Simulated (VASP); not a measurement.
## Ta: single point with PBEsol

The system is Ta.

```
Ta
1.0
    -1.70043    1.64023    1.72224
     1.70043   -1.64023    1.72224
     1.70043    1.64023   -1.72224
Ta
1
Cartesian
  0.0000 0.0000 0.0000
```

This cell differs from its parent crystal: normal strain along x +0.0367, normal strain along z +0.0500.

- Program: VASP 6.6.1
- Task: single point
- Functional: PBEsol
- Potentials or basis: VASP PAW PBE potentials, release 64 (Ta_pv)
- Cutoff: 520 eV
- k mesh: 20 × 20 × 20
- Occupations: gaussian, width 0.15 eV
- Spin: no spin polarisation
- Dipole correction: no
- Further INCAR settings: ALGO = Fast; EDIFF = 1e-06; NBANDS = 12

| Quantity | Value |
| --- | --- |
| Pressure | -14.6 GPa |

Stress tensor (GPa, compression positive):
```
-15.25   0.00   0.00
  0.00 -12.22   0.00
  0.00   0.00 -16.44
```

Levels at points of the mesh, in eV from the Fermi level:
```tsv
k point	band 2	band 3	band 4	band 5	band 6	band 7	band 8	band 9	band 10	band 11
(0.00, 0.00, 0.00)	-33.29	-33.28	-7.68	0.39	0.82	0.96	3.38	4.08	14.40	14.61
(0.50, 0.00, 0.00)	-33.61	-33.31	-4.11	-1.47	1.40	3.56	4.78	7.17	10.72	11.62
(0.00, 0.50, 0.00)	-33.57	-33.28	-4.15	-1.02	1.15	3.14	4.33	7.10	10.52	11.85
(0.50, 0.50, 0.00)	-33.62	-33.31	-4.10	-1.62	1.48	3.81	4.82	7.21	10.80	11.54
(0.50, 0.50, 0.50)	-33.98	-33.90	-3.51	-3.39	6.24	6.29	6.43	7.58	7.89	8.82
```

It took 91 s on 1 thread of Intel(R) Xeon(R) 6975P-C (Granite Rapids), on a shared host, peak memory 0.36 GiB.

Caveat: the cell differs from its parent crystal (normal strain along x +0.0367, normal strain along z +0.0500); the PAW data sets were made with another functional, which shifts forces and pressure a little; spin-orbit coupling is left out, which moves the levels of the heavy elements.
